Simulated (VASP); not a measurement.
Input of a VASP 6.6.1 run:

File INCAR:

```
PREC = Accurate ; ENCUT = 520
EDIFF = 1E-7 ; ISMEAR = -1
SIGMA = 0.05 ; LREAL = False
LASPH = True ; NELM = 150
ALGO = Normal ; ISIF = 2
LWAVE = False ; LCHARG = False
LMAXMIX = 4 ; LDAU = True
LDAUTYPE = 2 ; LDAUL = 2 -1
LDAUU = 6 0 ; LDAUJ = 0 0
LDAUPRINT = 1 ; GGA = PS
NBANDS = 60
```

Contents of KPOINTS:

```
regular mesh
0
Gamma
  6 6 6
```

POSCAR

```
TiO2
1.0
   -3.0038439387      3.2466637135      3.2466530881
    3.0038439387     -3.2466637135      3.2466530881
    3.0038439387      3.2466637135     -3.2466530881
Ti O
4 8
Direct
    0.0000000000      0.5000000000      0.0000000000
    0.0000000000      0.0000000000      0.5000000000
    0.4999987520      0.2499987520      0.2500000000
    0.5000012480      0.7500012480      0.7500000000
    0.6945232586      0.6945201188      0.4999968602
    0.6945232586      0.1945263984      1.0000031398
    0.8054797802      0.7500042409      0.0554755393
    0.1945287017      0.7500042409      0.4445244607
    0.8054712983      0.2499957591      0.5554755393
    0.3054767414      0.8054736016     -0.0000031398
    0.1945202198      0.2499957591      0.9445244607
    0.3054767414      0.3054798812      0.5000031398
```

Potentials or basis: VASP PAW PBE potentials, release 64 (Ti_sv, O).

Command:

```sh
$ cat potpaw_PBE.64/Ti_sv/POTCAR potpaw_PBE.64/O/POTCAR > POTCAR
$ mpirun -np 1 vasp_std > vasp.out
```

(1) Estimate the pressure.

(2) Predict the largest force.

Answers

(1) 6.0 GPa.

(2) 0.190 eV/Å.

Caveat: the cell stands under pressure; the PAW data sets were made with another functional, which shifts forces and pressure a little.
